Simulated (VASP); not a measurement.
Runs of VASP 6.6.1 on MgO (zincblende type). The structure is that of space group F-43m (No. 216), or close to it. The cells are those of the table. 

```tsv
task	level	cell	gap on the mesh (eV)	pressure (GPa)
electric field gradients	PBE	a = 3.195 Å, angles 60.0°, 2 atoms	3.81	7.7
single point	PBE	a = 3.283 Å, angles 60.0°, 2 atoms	3.36	-2.5
single point	PBE	a = 3.239 Å, angles 60.0°, 2 atoms	3.58	(a)
single point	PBE+D4	a = 3.239 Å, angles 60.0°, 2 atoms	3.58	-0.1
electric field gradients	PBE	a = 3.283 Å, angles 60.0°, 2 atoms	3.36	-2.5
```

Alike in all rows: potentials or basis VASP PAW PBE potentials, release 64 (Mg, O); no spin polarisation; k mesh 13 × 13 × 13; cutoff (eV) 520; smearing fermi-dirac 0.08 eV.

Question: Estimate the missing entries.

Answer: (a) 2.1.

A k mesh can miss the band edges.
